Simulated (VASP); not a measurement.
A run of VASP 6.6.1:

File INCAR:

```
PREC     = Accurate       # precision mode
ENCUT    = 600            # plane-wave cutoff, eV
EDIFF    = 1E-6           # SCF threshold, eV
ISMEAR   = 0              # smearing method
SIGMA    = 0.1            # smearing width, eV
LREAL    = False          # projectors in reciprocal space
LASPH    = True           # aspherical terms in the spheres
NELM     = 80             # most SCF steps
ALGO     = Normal         # electronic algorithm
ISIF     = 3              # what is computed and relaxed
LWAVE    = False          # write WAVECAR
LCHARG   = False          # write CHGCAR
GGA      = PE             # functional
IBRION   = 2              # ionic algorithm
NSW      = 90             # ionic steps
EDIFFG   = -0.04          # ionic threshold
```

Contents of KPOINTS:

```
regular mesh
0
Gamma
  6 6 6
```

Contents of POSCAR:

```
Hf2H
1.0
    0.0000000000      3.1479995100      3.1479995100
    3.1479995100      0.0000000000      3.1479995100
    3.1479995100      3.1479995100      0.0000000000
Hf H
2 1
Direct
    0.2500000000      0.2500000000      0.2500000000
    0.7500000000      0.7500000000      0.7500000000
    0.0000000000      0.0000000000      0.0000000000
```

Potentials or basis: VASP PAW PBE potentials, release 64 (Hf_pv, H).

Run with:

```console
$ cat potpaw_PBE.64/Hf_pv/POTCAR potpaw_PBE.64/H/POTCAR > POTCAR
$ mpirun -np 1 vasp_std > vasp.out
```

Hardware: 1 thread of Intel(R) Xeon(R) Platinum 8488C (Sapphire Rapids) (shared host).

Task: Estimate the wall time of this run.

Result: Run time: 26 s on 1 thread of Intel(R) Xeon(R) Platinum 8488C (Sapphire Rapids), with other jobs on the host, peak memory 0.21 GiB. Counts: scf iterations 30, k points 16, ion steps 3.
